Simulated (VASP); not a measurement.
A run of VASP 6.6.1 is set up as follows.

The input INCAR:

```
  ALGO = Normal
  EDIFF = 1E-6
  ENCUT = 600
  GGA = PE
  GGA_COMPAT = False
  ISIF = 2
  ISMEAR = -1
  ISPIN = 2
  LASPH = True
  LCHARG = False
  LMAXMIX = 4
  LORBIT = 11
  LREAL = False
  LWAVE = False
  MAGMOM = 3
  NBANDS = 18
  NELM = 200
  NUPDOWN = 3.0
  PREC = Accurate
  SIGMA = 0.05
```

KPOINTS

```
k-points
0
Gamma
  11 11 11
```

POSCAR

```
Fe
1.0
   -1.4430000000      1.4430000000      1.4430000000
    1.4430000000     -1.4430000000      1.4430000000
    1.4430000000      1.4430000000     -1.4430000000
Fe
1
Direct
    0.0000000000      0.0000000000      0.0000000000
```

Potentials or basis: VASP PAW PBE potentials, release 64 (Fe_sv).

Launch:

```console
$ cat potpaw_PBE.64/Fe_sv/POTCAR > POTCAR
$ mpirun -np 1 vasp_std > vasp.out
```

(1) Estimate the pressure.

## Answers

(1) 6.0 GPa.

Caveat: the total moment is fixed, so each spin has its own Fermi level.
